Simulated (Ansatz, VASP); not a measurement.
# TaSi2 in VASP and in Ansatz

```
Ta Si
1.0
     4.80602    0.00000    0.00000
    -2.40301    4.16214    0.00000
     0.00000    0.00000    6.59953
Ta Si
3 6
Cartesian
  2.1870 0.0000 -0.8640
  1.2015 2.0811 4.3997
  -1.2015 2.0811 2.1998
  0.0000 1.3229 0.0000
  3.6604 0.6614 4.3997
  1.2574 3.5007 2.1998
  2.4030 2.8393 0.0000
  -1.2574 3.5007 4.3997
  1.1456 0.6614 2.1998
```

Alike in both runs: task single point; functional PBE; k mesh 9 × 9 × 6; occupations gaussian, width 0.15 eV; no spin polarisation.

|  | VASP | Ansatz |
| --- | --- | --- |
| version | VASP 6.6.1 | Ansatz 0.2.0 |
| potentials or method | VASP PAW PBE potentials, release 64 (Ta_pv, Si), cutoff 520 eV | scalar-relativistic, plane waves, PAW |
| valence electrons in the cell | 57 | 63 |

|  | VASP | Ansatz | Ansatz less VASP |
| --- | --- | --- | --- |
| gap on the k mesh at the Fermi level (eV) | none | none | - |
| rms of the force components (eV/Å) | 7.641 | 7.639 | -0.0022 |

Atom by atom the forces differ by 0.007 eV/Å (rms over components). A gap of «none» marks a metal or a gap that the smearing closes. VASP's potentials hold 57 valence electrons a cell and Ansatz's 63, so a difference there can come from the potentials and not from the codes.

Spin-orbit coupling is off throughout.
